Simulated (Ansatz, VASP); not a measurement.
TaC: VASP beside Ansatz

```
Ta C
1.0
     0.00000    2.22021    2.22021
     2.22021    0.00000    2.22021
     2.22021    2.22021    0.00000
Ta C
1 1
Direct
  0.00000 0.00000 0.00000
  0.50000 0.50000 0.50000
```

Alike in both runs: functional PBEsol; k mesh 8 × 8 × 8; occupations gaussian, width 0.1 eV; no spin polarisation.

Ansatz relaxed the structure, and its values are those at the end. VASP's run is a single point on that final structure, the one shown.

```csv
,VASP,Ansatz
version,VASP 6.6.1,Ansatz 0.2.0
potentials or method,"VASP PAW PBE potentials, release 64 (Ta_pv, C), cutoff 600 eV","scalar-relativistic, plane waves, PAW"
valence electrons in the cell,15,17
```

```tsv
	VASP	Ansatz	Ansatz less VASP
gap on the k mesh at the Fermi level (eV)	none	none	-
pressure (GPa)	0.6	-0.1	-0.76
```

VASP's potentials were made for PBE, not for PBEsol. A gap of «none» marks a metal or a gap that the smearing closes. The functional is the same, so the differences come from potentials, cutoffs and numerics. VASP's potentials hold 15 valence electrons a cell and Ansatz's 17, so a difference there can come from the potentials and not from the codes.

Spin-orbit coupling is off throughout.
